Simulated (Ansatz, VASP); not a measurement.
# Ir in VASP and in Ansatz

The input POSCAR:

```
Ir
1.0
    0.0000000000      1.9228496764      1.9228496764
    1.9228496764      0.0000000000      1.9228496764
    1.9228496764      1.9228496764      0.0000000000
Ir
1
Direct
    0.0000000000      0.0000000000      0.0000000000
```

File INCAR.step1:

```
PREC = Accurate ; ENCUT = 550
ISMEAR = -1 ; SIGMA = 0.1
LREAL = False ; LASPH = True
NELM = 120 ; NBANDS = 14
GGA = PE ; ALGO = Normal
EDIFF = 1E-5 ; LWAVE = True
LCHARG = False ; GGA_COMPAT = False
```

Contents of INCAR.step2:

```
PREC = Accurate ; ENCUT = 550
EDIFF = 1E-6 ; ISMEAR = -1
SIGMA = 0.1 ; LREAL = False
LASPH = True ; NELM = 120
ALGO = Normal ; ISIF = 2
LWAVE = False ; LCHARG = False
METAGGA = R2SCAN ; LMIXTAU = True
NBANDS = 14 ; ISTART = 1
GGA_COMPAT = False
```

The input KPOINTS:

```
Automatic mesh
0
Gamma
  11 11 11
```

Input for Ansatz:

```yaml
crystal:
  lattice:
    - [0.0, 1.9228496764, 1.9228496764]
    - [1.9228496764, 0.0, 1.9228496764]
    - [1.9228496764, 1.9228496764, 0.0]
  atoms:
    - { symbol: Ir, position: [0.0, 0.0, 0.0] }
hamiltonian:
  xc: r2scan
  pseudopotentials:
    kind: paw
    azcp:
      Ir: "pseudopotentials/Ir.paw.azcp"
basis:
  ecutwfc: 500
  fft_grid_basis: typed
kpoints:
  mp_grid: { grid: [11, 11, 11], shift: [0, 0, 0] }
magnetization:
  spin_polarized: false
scf:
  occupations: { method: fermi_dirac, width: 0.1 }
  lower_state_search: "off"
output:
  stress: true
```

Alike in both runs: task single point; functional r2SCAN; k mesh 11 × 11 × 11; occupations fermi-dirac, width 0.1 eV; no spin polarisation.

```csv
,VASP,Ansatz
version,VASP 6.6.1,Ansatz 0.2.0
potentials or method,"VASP PAW PBE potentials, release 64 (Ir_sv_GW), cutoff 550 eV","plane waves (500 eV) with PAW, scalar-relativistic"
valence electrons in the cell,17,17
```

VASP gave:

```
pressure (GPa) : -1.8
```

**Question.** Which values does Ansatz return?

**Answer.** Pressure (GPa): 0.3.

VASP's potentials were made for PBE, not for r2SCAN.

Neither program's run includes spin-orbit coupling.
